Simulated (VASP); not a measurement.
A run of VASP 6.6.1:

The input INCAR:

```
SYSTEM = Te
ALGO     = Normal         ! electronic algorithm
EDIFF    = 1E-6           ! SCF threshold, eV
ENCUT    = 520            ! plane-wave cutoff, eV
GGA      = PS             ! functional
ISIF     = 2              ! what is computed and relaxed
ISMEAR   = -1             ! smearing method
LASPH    = .True.         ! aspherical terms in the spheres
LCHARG   = .False.        ! write CHGCAR
LREAL    = .False.        ! projectors in reciprocal space
LWAVE    = .False.        ! write WAVECAR
NBANDS   = 20             ! bands
NELM     = 60             ! most SCF steps
PREC     = Accurate       ! precision mode
SIGMA    = 0.05           ! smearing width, eV
```

KPOINTS

```
k-points
0
Gamma
  4 4 4
  0 0 0
```

The input POSCAR:

```
Te
1.0
    5.2232600000      0.0000000000      0.0000000000
    0.0000000000      5.2232600000      0.0000000000
    0.0000000000      0.0000000000      5.2232600000
Te
4
Direct
    0.8750000000      0.1250000000      0.6250000000
    0.3750000000      0.3750000000      0.3750000000
    0.1250000000      0.6250000000      0.8750000000
    0.6250000000      0.8750000000      0.1250000000
```

Potentials or basis: VASP PAW PBE potentials, release 64 (Te).

The run is started by

```sh
$ cat potpaw_PBE.64/Te/POTCAR > POTCAR
$ mpirun -np 1 vasp_std > vasp.out
```

Hardware: 1 thread of AMD EPYC 9R45 96-Core Processor (Zen 5), with other jobs on the host.

Q: How long does it take, and how much memory?

A: Wall time 15 s on 1 thread of AMD EPYC 9R45 96-Core Processor (Zen 5) (shared host), peak memory 0.2 GiB. Counts: scf iterations 11, k points 10.
